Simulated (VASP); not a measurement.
Li, 4 atoms in the cell. It takes space group P6_3/mmc (No. 194, hexagonal). The conventional cell has a = 2.971 Å, b = 2.971 Å, c = 9.600 Å, α = 90.00°, β = 90.00°, γ = 120.00°. Within 3.9 Å of Li (site symmetry -3m) lie 12 Li at 2.95 to 2.97 Å. Li (site symmetry -6m2) has 12 Li at 2.95 to 2.97 Å within 3.9 Å. 

```yaml
Program: VASP 6.6.1
Task: single point
Functional: PBE
Dispersion: D3(BJ)
Potentials_or_basis: VASP PAW PBE potentials, release 64 (Li_sv)
Cutoff: 520 eV
k_mesh: 12 × 12 × 4
Occupations: gaussian, width 0.1 eV
Spin: no spin polarisation
Dipole_correction: no
Further_INCAR_settings: ALGO = Normal; EDIFF = 1e-06; NBANDS = 14
```

Potentials or basis: VASP PAW PBE potentials, release 64 (Li_sv).

The run is started by

```sh
$ cat potpaw_PBE.64/Li_sv/POTCAR > POTCAR
$ mpirun -np 1 vasp_std > vasp.out
```

Hardware: 1 thread of Oxide Virtual Turin-like Processor, with other jobs on the host.

Question: Estimate the wall time of this run.

Answer: Wall time 50 s on 1 thread of Oxide Virtual Turin-like Processor, with other jobs on the host, peak memory 0.17 GiB. Counts: scf iterations 12, k points 57.
